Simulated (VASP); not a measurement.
# CdHgS2 (P-4m2) in VASP: density of states with LDA

Aim: the density of states of CdHgS2 with LDA.

Everything below comes from runs of VASP 6.6.1. Logs are shortened: lines on timing, memory, paths and dates and some standing lists are left out, and cuts for length are marked.

## (1) The cell of the first run

The structure is tetragonal, space group P-4m2 (No. 115). Conventional cell: a = 4.219 Å, b = 4.219 Å, c = 5.940 Å, α = 90.00°, β = 90.00°, γ = 90.00°. Within 3.4 Å of Cd (site symmetry -4m2) lie 4 S at 2.57 Å. Hg (site symmetry -4m2) has 4 S at 2.59 Å within 3.4 Å. Within 3.4 Å of S (site symmetry 2mm) lie 2 Cd at 2.57 Å and 2 Hg at 2.59 Å.

## (2) Density of states, LDA

Contents of POSCAR:

```
CdHgS2
1.0
    4.2192778294      0.0000000000      0.0000000000
    0.0000000000      4.2192778294      0.0000000000
    0.0000000000      0.0000000000      5.9403673178
Cd Hg S
1 1 2
Direct
    0.0000000000      0.0000000000      0.0000000000
    0.5000000000      0.5000000000      0.5000000000
    0.5000000000      0.0000000000      0.2465115816
    0.0000000000      0.5000000000      0.7534884184
```

Contents of INCAR.step1:

```
SYSTEM = CdHgS2
  ALGO = Normal
  EDIFF = 1E-6
  ENCUT = 520
  GGA = CA
  ISIF = 2
  ISMEAR = 0
  LASPH = .True.
  LCHARG = .True.
  LREAL = .False.
  LWAVE = .False.
  NBANDS = 26
  NELM = 60
  PREC = Accurate
  SIGMA = 0.01
```

Contents of KPOINTS.step1:

```
k-points
0
Gamma
  8 8 6
  0 0 0
```

Contents of INCAR.step2:

```
SYSTEM = CdHgS2
  ALGO = Normal
  EDIFF = 1E-6
  ENCUT = 520
  GGA = CA
  ICHARG = 11
  ISIF = 2
  ISMEAR = -5
  LASPH = .True.
  LCHARG = .False.
  LORBIT = 11
  LREAL = .False.
  LWAVE = .False.
  NEDOS = 2001
  NELM = 60
  PREC = Accurate
  SIGMA = 0.01
```

Contents of KPOINTS.step2:

```
k-points
0
Gamma
  12 12 9
  0 0 0
```

Potentials or basis: VASP PAW LDA potentials, release 64 (Cd, Hg, S).

On the command line:

```
> cat potpaw_LDA.64/Cd/POTCAR potpaw_LDA.64/Hg/POTCAR potpaw_LDA.64/S/POTCAR > POTCAR
> cp INCAR.step1 INCAR
> cp KPOINTS.step1 KPOINTS
> mpirun -np 1 vasp_std > vasp.out
> cp INCAR.step2 INCAR
> cp KPOINTS.step2 KPOINTS
> mpirun -np 1 vasp_std > vasp.out
```

OUTCAR:

```text
SYSTEM = CdHgS2
   EDIFF = 1E-6
   ENCUT = 520
   GGA = CA
   ICHARG = 11
   ISIF = 2
   ISMEAR = -5
   LASPH = .True.
   LORBIT = 11
   LREAL = .False.
   NELM = 60
   PREC = Accurate

 ion  position               nearest neighbor table
   1  0.000  0.000  0.000-   3 2.57   4 2.57   4 2.57   3 2.57
   2  0.500  0.500  0.500-   3 2.59   4 2.59   3 2.59   4 2.59
   3  0.500  0.000  0.247-   1 2.57   1 2.57   2 2.59   2 2.59
   4  0.000  0.500  0.753-   1 2.57   1 2.57   2 2.59   2 2.59

  LATTYP: Found a simple tetragonal cell.
 ALAT       =     4.2192778294
 C/A-ratio  =     1.4079109170

  Lattice vectors:

 A1 = (   4.2192778294,   0.0000000000,   0.0000000000)
 A2 = (   0.0000000000,   4.2192778294,   0.0000000000)
 A3 = (   0.0000000000,   0.0000000000,   5.9403673178)

Analysis of symmetry for initial positions (statically):
=====================================================================
 Subroutine PRICEL returns:
 Original cell was already a primitive cell.

 Routine SETGRP: Setting up the symmetry group for a
 simple tetragonal supercell.

 Subroutine GETGRP returns: Found  8 space group operations
 (whereof  8 operations were pure point group operations)
 out of a pool of 16 trial point group operations.

The static configuration has the point symmetry D_2d.

Analysis of symmetry for dynamics (positions and initial velocities):
=====================================================================
 Subroutine PRICEL returns:
 Original cell was already a primitive cell.

 Routine SETGRP: Setting up the symmetry group for a
 simple tetragonal supercell.

 Subroutine GETGRP returns: Found  8 space group operations
 (whereof  8 operations were pure point group operations)
 out of a pool of 16 trial point group operations.

The dynamic configuration has the point symmetry D_2d.

 Subroutine INISYM returns: Found  8 space group operations
 (whereof  8 operations are pure point group operations),
 and found     1 'primitive' translations

----------------------------------------------------------------------------------------

                                     Primitive cell

  volume of cell :     105.7522

  direct lattice vectors                    reciprocal lattice vectors
     4.219277829  0.000000000  0.000000000     0.237007384  0.000000000  0.000000000
     0.000000000  4.219277829  0.000000000     0.000000000  0.237007384  0.000000000
     0.000000000  0.000000000  5.940367318     0.000000000  0.000000000  0.168339759

  length of vectors
     4.219277829  4.219277829  5.940367318     0.237007384  0.237007384  0.168339759

  position of ions in fractional coordinates (direct lattice)
     0.000000000  0.000000000  0.000000000
     0.500000000  0.500000000  0.500000000
     0.500000000  0.000000000  0.246511582
     0.000000000  0.500000000  0.753488418

  ion indices of the primitive-cell ions
   primitive index   ion index
                 1           1
                 2           2
                 3           3
                 4           4

----------------------------------------------------------------------------------------

 KPOINTS: k-points

Automatic generation of k-mesh.
 Grid dimensions read from file:
 generate k-points for:   12   12    9

 Generating k-lattice:

  Cartesian coordinates                     Fractional coordinates (reciprocal lattice)
     0.019750615  0.000000000  0.000000000     0.083333333  0.000000000  0.000000000
     0.000000000  0.019750615  0.000000000     0.000000000  0.083333333  0.000000000
     0.000000000  0.000000000  0.018704418     0.000000000  0.000000000  0.111111111

  Length of vectors
     0.019750615  0.019750615  0.018704418

  Shift w.r.t. Gamma in fractional coordinates (k-lattice)
     0.000000000  0.000000000  0.000000000

 TETIRR: Found   1950 inequivalent tetrahedra from     7776

 Subroutine IBZKPT returns following result:
 ===========================================

 Found    140 irreducible k-points:

 Following reciprocal coordinates:
            Coordinates               Weight
  0.000000  0.000000  0.000000      1.000000
  0.083333  0.000000  0.000000      4.000000
  0.166667  0.000000  0.000000      4.000000
  0.250000  0.000000  0.000000      4.000000
  0.333333  0.000000  0.000000      4.000000
  0.416667  0.000000  0.000000      4.000000
[... 16 lines left out ...]
  0.333333  0.333333  0.000000      4.000000
  0.416667  0.333333  0.000000      8.000000
 [... further k-points ...]
   k-points           NKPTS =    140   k-points in BZ     NKDIM =    140   number of bands    NBANDS=     22
   number of dos      NEDOS =   2001   number of ions     NIONS =      4
   total plane-waves  NPLWV =  49152
   dimension x,y,z NGX =    32 NGY =   32 NGZ =   48
   dimension x,y,z NGXF=    64 NGYF=   64 NGZF=   96
   ions per type =               1   1   2
   NGX,Y,Z   is equivalent  to a cutoff of  12.61, 12.61, 13.43 a.u.
   NGXF,Y,Z  is equivalent  to a cutoff of  25.22, 25.22, 26.87 a.u.
 SYSTEM =  CdHgS2
   PREC   = accura    normal or accurate (medium, high low for compatibility)
   ISTART =      0    job   : 0-new  1-cont  2-samecut
   ICHARG =     11    charge: 1-file 2-atom 10-const
   ISPIN  =      1    spin polarized calculation?
   LNONCOLLINEAR =      F non collinear calculations
   LSORBIT =      F    spin-orbit coupling
   LASPH  =      T    aspherical Exc in radial PAW
   ENCUT  =  520.0 eV  38.22 Ry    6.18 a.u.   7.85  7.85 11.05*2*pi/ulx,y,z
   NELM   =     60;   NELMIN=  2; NELMDL=  0     # of ELM steps
   EDIFF  = 0.1E-05   stopping-criterion for ELM
   LREAL  =      F    real-space projection
   EDIFFG = 0.1E-04   stopping-criterion for IOM
   NSW    =      0    number of steps for IOM
   IBRION =     -1    ionic relax: 0-MD 1-quasi-New 2-CG
   NFREE  =      0    steps in history (QN), initial steepest desc. (CG)
   ISIF   =      2    stress and relaxation
   ISYM   =      2    0-nonsym 1-usesym 2-fastsym
   POTIM  = 0.5000    time-step for ionic-motion
   TEBEG  =    0.0;   TEEND  =   0.0 temperature during run
   PSTRESS=    0.0 pullay stress
   NELECT =      36.0000    total number of electrons
   NUPDOWN=      -1.0000    fix difference up-down
   EMIN   =  10.00;   EMAX   =-10.00  energy-range for DOS
   EFERMI =   0.00;   METHOD = LEGACY
   ISMEAR =    -5;   SIGMA  =   0.01  broadening in eV -4-tet -1-fermi 0-gaus
   EFERMI_NEDOS =   21; number of points for ismear=-14 and -15
   IALGO  =     38    algorithm
   IMIX   =      4    mixing-type and parameters
     AMIX     =   0.40;   BMIX     =  1.00
     AMIX_MAG =   1.60;   BMIX_MAG =  1.00
  volume/ion in A,a.u.               =      26.44       178.41
  Fermi-wavevector in a.u.,A,eV,Ry     =   1.143087  2.160121 17.778013  1.306647
  Thomas-Fermi vector in A             =   2.279783
   LORBIT       =     11    0 simple, 1 ext, 2 COOP (PROOUT), +10 PAW based schemes
   GGA     = CA    functional components
   LHFCALC =     F    Hartree Fock is set to
   AEXX    =    0.0000 exact exchange contribution
   IVDW    =     0    specifies the selected vdW correction
   LEPSILON=     F    determine dielectric tensor
   LRPA    =     F    only Hartree local field effects (RPA)
 non-spin polarized calculation
 Fermi weights with tetrahedron method with Bloechl corrections
  energy-cutoff  :      520.00
  volume of cell :      105.75
 maximum number of plane-waves:      2874
 NGX is ok and might be reduce to    32

 number of electron      36.0000012 magnetization

 Free energy of the ion-electron system (eV)
  ---------------------------------------------------
  ext. energy  EPLUGINS =         0.00000000
  ---------------------------------------------------
  free energy    TOTEN  =       -13.25364883 eV

  energy without entropy =      -13.25364883  energy(sigma->0) =      -13.25364883

 E-fermi :   1.0089     XC(G=0):  -9.3834

 val. band max:        1.0017318209   @ k =   0.0000   0.0000   0.0000
 cond. band min:       1.0183706476   @ k =   0.0000   0.0000   0.0000
 fundamental gap:      0.0166388267
 Fermi energy:         1.0088808712

 k-point     1 :       0.0000    0.0000    0.0000
  band No.  band energies     occupation
      1     -11.4222      2.00000
      2     -10.8354      2.00000
      3      -6.7075      2.00000
      4      -6.7075      2.00000
      5      -6.5560      2.00000
      6      -6.5425      2.00000
[... 14 lines left out ...]
     21       4.5652      0.00000
     22       7.1578      0.00000

 k-point     2 :       0.0833    0.0000    0.0000
  band No.  band energies     occupation
      1     -11.4029      2.00000
      2     -10.8358      2.00000
      3      -6.7058      2.00000
      4      -6.7055      2.00000
      5      -6.5449      2.00000
      6      -6.5331      2.00000
[... 14 lines left out ...]
     21       4.6963      0.00000
     22       7.0110      0.00000

 k-point     3 :       0.1667    0.0000    0.0000
  band No.  band energies     occupation
      1     -11.3477      2.00000
      2     -10.8387      2.00000
      3      -6.6997      2.00000
      4      -6.6968      2.00000
      5      -6.5220      2.00000
      6      -6.5022      2.00000
[... 14 lines left out ...]
     21       5.1832      0.00000
     22       6.7247      0.00000
[... 476 lines left out ...]
 k-point    23 :       0.3333    0.3333    0.0000
  band No.  band energies     occupation
      1     -10.9846      2.00000
      2     -10.8379      2.00000
      3      -6.6142      2.00000
      4      -6.5546      2.00000
      5      -6.4957      2.00000
      6      -6.3757      2.00000
[... 14 lines left out ...]
     21       5.4568      0.00000
     22       5.4844      0.00000

 k-point    24 :       0.4167    0.3333    0.0000
  band No.  band energies     occupation
      1     -10.9222      2.00000
      2     -10.8459      2.00000
      3      -6.5936      2.00000
      4      -6.5571      2.00000
      5      -6.4776      2.00000
      6      -6.3524      2.00000
[... 14 lines left out ...]
     21       5.0497      0.00000
     22       5.3453      0.00000

 [... further k-points ...]
[... 5 lines left out ...]
  --------------------------------------------------------------------------------------
  -------------------------------------------------------------------------------------
  Total       -2.9883184     -2.9883184     -2.9570523      0.0000000      0.0000000     -0.0000000
  in kB      -45.2738993    -45.2738993    -44.8002098      0.0000000      0.0000000     -0.0000000
  external PRESSURE =     -45.1160028 kB  Pullay stress =       0.0000000 kB

 VOLUME and BASIS-vectors are now :
 -----------------------------------------------------------------------------
  energy-cutoff  :      520.00
  volume of cell :      105.75
      direct lattice vectors                 reciprocal lattice vectors
     4.219277829  0.000000000  0.000000000     0.237007384  0.000000000  0.000000000
     0.000000000  4.219277829  0.000000000     0.000000000  0.237007384  0.000000000
     0.000000000  0.000000000  5.940367318     0.000000000  0.000000000  0.168339759

 POSITION                                       TOTAL-FORCE (eV/Angst)
 -----------------------------------------------------------------------------------
      0.00000      0.00000      0.00000        -0.000000      0.000000      0.000000
      2.10964      2.10964      2.97018        -0.000000     -0.000000      0.000000
      2.10964      0.00000      1.46437         0.000000      0.000000      0.006893
      0.00000      2.10964      4.47600        -0.000000      0.000000     -0.006893
 -----------------------------------------------------------------------------------
    total drift:                                0.000000      0.000000     -0.000000

  FREE ENERGIE OF THE ION-ELECTRON SYSTEM (eV)
  ---------------------------------------------------
  free  energy   TOTEN  =       -13.2536488278 eV

  energy  without entropy=      -13.2536488278  energy(sigma->0) =      -13.25364883

 total charge

# of ion       s       p       d       tot
------------------------------------------
    1        0.436   0.303   9.550  10.289
    2        0.673   0.383   9.397  10.453
    3        1.336   2.312   0.000   3.648
    4        1.336   2.312   0.000   3.648
--------------------------------------------------
tot          3.780   5.311  18.947  28.038
```

It took 4.4 min on 1 thread of Intel Xeon Platinum 8488C (Sapphire Rapids), shared host; peak memory 0.43 GiB.

Results:

* Valence electrons inside the program's atomic spheres: Cd 10.29; Hg 10.45; S 3.65

Caveat: spin-orbit coupling is left out, which moves the levels of the heavy elements.
